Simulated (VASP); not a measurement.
# K (P6_3/mmc) in VASP: a series of runs

Runs on K. Level: PBEsol. Tasks: single point.

Program: VASP 6.6.1. These are calculated values, not measurements. Logs are shortened: lines on timing, memory, paths and dates and some standing lists are left out, and cuts for length are marked.

## (1) The cell of the first run

It takes space group P6_3/mmc (No. 194, hexagonal). The conventional cell has a = 3.750 Å, b = 3.750 Å, c = 12.177 Å, α = 90.00°, β = 90.00°, γ = 120.00°. Within 4.9 Å of K (site symmetry -3m) lie 12 K at 3.74 to 3.75 Å. Within 4.9 Å of K (site symmetry -6m2) lie 12 K at 3.74 to 3.75 Å.

This isn't the form of K at room conditions, which is bcc.

## (2) Single point, PBEsol

INCAR

```
SYSTEM = K
PREC = Accurate
ENCUT = 520
EDIFF = 1E-6
ISMEAR = 0
SIGMA = 0.1
LREAL = .False.
LASPH = .True.
NELM = 60
ALGO = Fast
ISIF = 2
LWAVE = .False.
LCHARG = .False.
GGA = PS
NBANDS = 26
```

KPOINTS

```
Automatic mesh
0
Gamma
  12 12 4
  0 0 0
```

POSCAR

```
K
1.0
    3.7500784469      0.0000000000      0.0000000000
   -1.8750392234      3.2476632012      0.0000000000
    0.0000000000      0.0000000000     12.1769035770
K
4
Direct
    0.0000000000      0.0000000000      0.0000000000
    0.3333333333      0.6666666667      0.7500000000
    0.0000000000      0.0000000000      0.5000000000
    0.6666666667      0.3333333333      0.2500000000
```

Potentials or basis: VASP PAW PBE potentials, release 64 (K_sv).

Launch:

```sh
cat potpaw_PBE.64/K_sv/POTCAR > POTCAR
mpirun -np 1 vasp_std > vasp.out
```

OUTCAR:

```text
SYSTEM = K
   PREC = Accurate
   ENCUT = 520
   EDIFF = 1E-6
   ISMEAR = 0
   LREAL = .False.
   LASPH = .True.
   NELM = 60
   ISIF = 2
   GGA = PS

 ion  position               nearest neighbor table
   1  0.000  0.000  0.000-   2 3.74   4 3.74   2 3.74   4 3.74   4 3.74   2 3.74
   2  0.333  0.667  0.750-   1 3.74   3 3.74   1 3.74   3 3.74   1 3.74   3 3.74
   3  0.000  0.000  0.500-   2 3.74   4 3.74   2 3.74   4 3.74   4 3.74   2 3.74
   4  0.667  0.333  0.250-   1 3.74   3 3.74   1 3.74   3 3.74   1 3.74   3 3.74

  LATTYP: Found a hexagonal cell.
 ALAT       =     3.7500784469
 C/A-ratio  =     3.2471063604

  Lattice vectors:

 A1 = (   3.7500784469,   0.0000000000,   0.0000000000)
 A2 = (  -1.8750392234,   3.2476632012,   0.0000000000)
 A3 = (   0.0000000000,   0.0000000000,  12.1769035770)

Analysis of symmetry for initial positions (statically):
=====================================================================
 Subroutine PRICEL returns:
 Original cell was already a primitive cell.

 Routine SETGRP: Setting up the symmetry group for a
 hexagonal supercell.

 Subroutine GETGRP returns: Found 24 space group operations
 (whereof 12 operations were pure point group operations)
 out of a pool of 24 trial point group operations.

The static configuration has the point symmetry D_3d.
 The point group associated with its full space group is D_6h.

Analysis of symmetry for dynamics (positions and initial velocities):
=====================================================================
 Subroutine PRICEL returns:
 Original cell was already a primitive cell.

 Routine SETGRP: Setting up the symmetry group for a
 hexagonal supercell.

 Subroutine GETGRP returns: Found 24 space group operations
 (whereof 12 operations were pure point group operations)
 out of a pool of 24 trial point group operations.

The dynamic configuration has the point symmetry D_3d.
 The point group associated with its full space group is D_6h.

 Subroutine INISYM returns: Found 24 space group operations
 (whereof 12 operations are pure point group operations),
 and found     1 'primitive' translations

----------------------------------------------------------------------------------------

                                     Primitive cell

  volume of cell :     148.3024

  direct lattice vectors                    reciprocal lattice vectors
     3.750078447  0.000000000  0.000000000     0.266661088  0.153956851  0.000000000
    -1.875039223  3.247663201  0.000000000     0.000000000  0.307913702  0.000000000
     0.000000000  0.000000000 12.176903577     0.000000000  0.000000000  0.082122684

  length of vectors
     3.750078447  3.750078447 12.176903577     0.307913702  0.307913702  0.082122684

  position of ions in fractional coordinates (direct lattice)
     0.000000000  0.000000000  0.000000000
     0.333333333  0.666666667  0.750000000
     0.000000000  0.000000000  0.500000000
     0.666666667  0.333333333  0.250000000

  ion indices of the primitive-cell ions
   primitive index   ion index
                 1           1
                 2           2
                 3           3
                 4           4

----------------------------------------------------------------------------------------

 KPOINTS: Automatic mesh

Automatic generation of k-mesh.
 Grid dimensions read from file:
 generate k-points for:   12   12    4

 Generating k-lattice:

  Cartesian coordinates                     Fractional coordinates (reciprocal lattice)
     0.022221757  0.012829738  0.000000000     0.083333333  0.000000000  0.000000000
     0.000000000  0.025659475  0.000000000     0.000000000  0.083333333  0.000000000
     0.000000000  0.000000000  0.020530671     0.000000000  0.000000000  0.250000000

  Length of vectors
     0.025659475  0.025659475  0.020530671

  Shift w.r.t. Gamma in fractional coordinates (k-lattice)
     0.000000000  0.000000000  0.000000000

 Subroutine IBZKPT returns following result:
 ===========================================

 Found     57 irreducible k-points:

 Following reciprocal coordinates:
            Coordinates               Weight
  0.000000  0.000000  0.000000      1.000000
  0.083333 -0.000000  0.000000      6.000000
  0.166667 -0.000000  0.000000      6.000000
  0.250000 -0.000000  0.000000      6.000000
  0.333333 -0.000000  0.000000      6.000000
  0.416667 -0.000000  0.000000      6.000000
[... 16 lines left out ...]
  0.250000 -0.000000  0.250000     12.000000
  0.333333 -0.000000  0.250000     12.000000
 [... further k-points ...]
   k-points           NKPTS =     57   k-points in BZ     NKDIM =     57   number of bands    NBANDS=     26
   number of dos      NEDOS =    301   number of ions     NIONS =      4
   total plane-waves  NPLWV =  75264
   dimension x,y,z NGX =    28 NGY =   28 NGZ =   96
   dimension x,y,z NGXF=    56 NGYF=   56 NGZF=  192
   ions per type =               4
   NGX,Y,Z   is equivalent  to a cutoff of  12.41, 12.41, 13.11 a.u.
   NGXF,Y,Z  is equivalent  to a cutoff of  24.83, 24.83, 26.21 a.u.
 SYSTEM =  K
   PREC   = accura    normal or accurate (medium, high low for compatibility)
   ISTART =      0    job   : 0-new  1-cont  2-samecut
   ICHARG =      2    charge: 1-file 2-atom 10-const
   ISPIN  =      1    spin polarized calculation?
   LNONCOLLINEAR =      F non collinear calculations
   LSORBIT =      F    spin-orbit coupling
   LASPH  =      T    aspherical Exc in radial PAW
   ENCUT  =  520.0 eV  38.22 Ry    6.18 a.u.   6.97  6.97 22.64*2*pi/ulx,y,z
   NELM   =     60;   NELMIN=  2; NELMDL= -5     # of ELM steps
   EDIFF  = 0.1E-05   stopping-criterion for ELM
   LREAL  =      F    real-space projection
   EDIFFG = 0.1E-04   stopping-criterion for IOM
   NSW    =      0    number of steps for IOM
   IBRION =     -1    ionic relax: 0-MD 1-quasi-New 2-CG
   NFREE  =      0    steps in history (QN), initial steepest desc. (CG)
   ISIF   =      2    stress and relaxation
   ISYM   =      2    0-nonsym 1-usesym 2-fastsym
   POTIM  = 0.5000    time-step for ionic-motion
   TEBEG  =    0.0;   TEEND  =   0.0 temperature during run
   PSTRESS=    0.0 pullay stress
   NELECT =      36.0000    total number of electrons
   NUPDOWN=      -1.0000    fix difference up-down
   EMIN   =  10.00;   EMAX   =-10.00  energy-range for DOS
   EFERMI =   0.00;   METHOD = LEGACY
   ISMEAR =     0;   SIGMA  =   0.10  broadening in eV -4-tet -1-fermi 0-gaus
   EFERMI_NEDOS =   21; number of points for ismear=-14 and -15
   IALGO  =     68    algorithm
   IMIX   =      4    mixing-type and parameters
     AMIX     =   0.40;   BMIX     =  1.00
     AMIX_MAG =   1.60;   BMIX_MAG =  1.00
  volume/ion in A,a.u.               =      37.08       250.20
  Fermi-wavevector in a.u.,A,eV,Ry     =   1.021236  1.929857 14.189838  1.042924
  Thomas-Fermi vector in A             =   2.154850
   LORBIT       =      0    0 simple, 1 ext, 2 COOP (PROOUT), +10 PAW based schemes
   GGA     = PS    functional components
   LHFCALC =     F    Hartree Fock is set to
   AEXX    =    0.0000 exact exchange contribution
   IVDW    =     0    specifies the selected vdW correction
   LEPSILON=     F    determine dielectric tensor
   LRPA    =     F    only Hartree local field effects (RPA)
 non-spin polarized calculation
 RMM-DIIS sequential band-by-band and
 Gauss-broadening in eV      SIGMA  =   0.10
  energy-cutoff  :      520.00
  volume of cell :      148.30
 maximum number of plane-waves:      4026
 NGX is ok and might be reduce to    28
   NGX = 13   NGY = 13   NGZ = 45

 number of electron      36.0000002 magnetization

 Free energy of the ion-electron system (eV)
  ---------------------------------------------------
  ext. energy  EPLUGINS =         0.00000000
  ---------------------------------------------------
  free energy    TOTEN  =        -2.50671857 eV

  energy without entropy =       -2.49236297  energy(sigma->0) =       -2.49954077

 E-fermi :   2.0149     XC(G=0):  -7.7451

 val. band max:        1.9934700426   @ k =   0.4167  -0.0000   0.0000
 cond. band min:       2.0196793399   @ k =   0.4167   0.0833   0.5000
 fundamental gap:      0.0262092973
 Fermi energy:         2.0149010627

 k-point     1 :       0.0000    0.0000    0.0000
  band No.  band energies     occupation
      1     -29.9907      2.00000
      2     -29.9517      2.00000
      3     -29.9509      2.00000
      4     -29.9114      2.00000
      5     -13.8907      2.00000
      6     -13.5953      2.00000
[... 18 lines left out ...]
     25       6.2982      0.00000
     26       6.4197      0.00000

 k-point     2 :       0.0833   -0.0000    0.0000
  band No.  band energies     occupation
      1     -29.9862      2.00000
      2     -29.9483      2.00000
      3     -29.9476      2.00000
      4     -29.9093      2.00000
      5     -13.8765      2.00000
      6     -13.5992      2.00000
[... 18 lines left out ...]
     25       6.1647      0.00000
     26       6.2560      0.00000

 k-point     3 :       0.1667   -0.0000    0.0000
  band No.  band energies     occupation
      1     -29.9735      2.00000
      2     -29.9391      2.00000
      3     -29.9384      2.00000
      4     -29.9037      2.00000
      5     -13.8361      2.00000
      6     -13.6209      2.00000
[... 18 lines left out ...]
     25       5.5823      0.00000
     26       5.6410      0.00000

 k-point     4 :       0.2500   -0.0000    0.0000
  band No.  band energies     occupation
      1     -29.9556      2.00000
      2     -29.9266      2.00000
      3     -29.9259      2.00000
      4     -29.8966      2.00000
      5     -13.7785      2.00000
      6     -13.6829      2.00000
[... 18 lines left out ...]
     25       5.0145      0.00000
     26       5.0578      0.00000
[... 496 lines left out ...]
      1     -29.9709      2.00000
      2     -29.9521      2.00000
      3     -29.9254      2.00000
      4     -29.9064      2.00000
      5     -13.8199      2.00000
      6     -13.7031      2.00000
[... 18 lines left out ...]
     25       5.5162      0.00000
     26       5.7668      0.00000

 k-point    23 :       0.2500   -0.0000    0.2500
  band No.  band energies     occupation
      1     -29.9533      2.00000
      2     -29.9375      2.00000
      3     -29.9149      2.00000
      4     -29.8989      2.00000
      5     -13.7718      2.00000
      6     -13.7182      2.00000
[... 18 lines left out ...]
     25       5.1774      0.00000
     26       5.1942      0.00000

 k-point    24 :       0.3333   -0.0000    0.2500
  band No.  band energies     occupation
      1     -29.9345      2.00000
      2     -29.9223      2.00000
      3     -29.9049      2.00000
      4     -29.8926      2.00000
      5     -13.7820      2.00000
      6     -13.7451      2.00000
[... 18 lines left out ...]
     25       4.8419      0.00000
     26       5.0088      0.00000

 [... further k-points ...]
[... 5 lines left out ...]
  --------------------------------------------------------------------------------------
  -------------------------------------------------------------------------------------
  Total        7.4009284      7.4009284      7.3943712      0.0000000      0.0000000      0.0000000
  in kB       79.9555433     79.9555433     79.8847031      0.0000000      0.0000000      0.0000000
  external PRESSURE =      79.9319299 kB  Pullay stress =       0.0000000 kB

 VOLUME and BASIS-vectors are now :
 -----------------------------------------------------------------------------
  energy-cutoff  :      520.00
  volume of cell :      148.30
      direct lattice vectors                 reciprocal lattice vectors
     3.750078447  0.000000000  0.000000000     0.266661088  0.153956851  0.000000000
    -1.875039223  3.247663201  0.000000000     0.000000000  0.307913702  0.000000000
     0.000000000  0.000000000 12.176903577     0.000000000  0.000000000  0.082122684

 POSITION                                       TOTAL-FORCE (eV/Angst)
 -----------------------------------------------------------------------------------
      0.00000      0.00000      0.00000        -0.000000      0.000000      0.000000
     -0.00000      2.16511      9.13268         0.000000     -0.000000     -0.000000
      0.00000      0.00000      6.08845        -0.000000      0.000000      0.000000
      1.87504      1.08255      3.04423        -0.000000     -0.000000      0.000000
 -----------------------------------------------------------------------------------
    total drift:                                0.000000      0.000000      0.000000

  FREE ENERGIE OF THE ION-ELECTRON SYSTEM (eV)
  ---------------------------------------------------
  free  energy   TOTEN  =        -2.5067185681 eV

  energy  without entropy=       -2.4923629663  energy(sigma->0) =       -2.49954077
```

Run time: 2.9 min. Hardware: 1 thread of Intel Xeon 6975P-C (Granite Rapids), shared host; peak memory 0.35 GiB.

Results:

```
Free energy            : -2.5067 eV
Pressure               : 8.0 GPa
Band gap on the k mesh : zero (bands 18 and 19 overlap by 2.91 eV)
```

Caveat: the cell stands under pressure; the PAW data sets were made with another functional, which shifts forces and pressure a little.

## (3) Single point, PBEsol

This run uses another cell than the first one, of 48.23 Å³/atom.

INCAR

```
PREC     = Accurate       # precision mode
ENCUT    = 520            # plane-wave cutoff, eV
EDIFF    = 1E-7           # SCF threshold, eV
ISMEAR   = 0              # smearing method
SIGMA    = 0.1            # smearing width, eV
LREAL    = F              # projectors in reciprocal space
LASPH    = T              # aspherical terms in the spheres
NELM     = 80             # most SCF steps
ALGO     = Fast           # electronic algorithm
ISIF     = 2              # what is computed and relaxed
LWAVE    = F              # write WAVECAR
LCHARG   = F              # write CHGCAR
GGA      = PS             # functional
NBANDS   = 26             # bands
```

KPOINTS

```
Automatic mesh
0
Gamma
  12 12 4
```

POSCAR

```
K
1.0
    4.0928645161      0.0000000000      0.0000000000
   -2.0464322581      3.5445246452      0.0000000000
    0.0000000000      0.0000000000     13.2974622990
K
4
Direct
    0.0000000000      0.0000000000      0.0000000000
    0.3333333333      0.6666666667      0.7500000000
    0.0000000000      0.0000000000      0.5000000000
    0.6666666667      0.3333333333      0.2500000000
```

Potentials or basis: VASP PAW PBE potentials, release 64 (K_sv).

Launch:

```sh
cat potpaw_PBE.64/K_sv/POTCAR > POTCAR
mpirun -np 1 vasp_std > vasp.out
```

Run time: 4 min. Hardware: 1 thread of Intel Xeon 6975P-C (Granite Rapids), shared host; peak memory 0.4 GiB.

The run converged. Its results:

```
Free energy            : -3.9219 eV
Pressure               : 2.9 GPa
Band gap on the k mesh : zero (bands 18 and 19 overlap by 2.74 eV)
```

Levels at points of the mesh, in eV from the Fermi level:
| k point | band 14 | band 15 | band 16 | band 17 | band 18 | band 19 | band 20 | band 21 | band 22 | band 23 |
| --- | --- | --- | --- | --- | --- | --- | --- | --- | --- | --- |
| (0.00, 0.00, 0.00) | -15.30 | -15.30 | -15.30 | -2.82 | -1.81 | -1.81 | 0.24 | 0.86 | 2.96 | 2.98 |
| (0.50, 0.00, 0.00) | -15.37 | -15.35 | -15.34 | 0.15 | 0.27 | 0.48 | 0.49 | 1.03 | 1.23 | 1.77 |
| (0.00, 0.00, 0.50) | -15.31 | -15.31 | -15.31 | -2.56 | -2.56 | -0.73 | -0.73 | 1.82 | 1.82 | 4.01 |
| (0.50, 0.00, 0.50) | -15.36 | -15.35 | -15.35 | 0.24 | 0.24 | 0.42 | 0.42 | 1.20 | 1.20 | 1.82 |

Caveat: the PAW data sets were made with another functional, which shifts forces and pressure a little.

The gap in the log of VASP goes by the Fermi energy; the results here count the filled bands.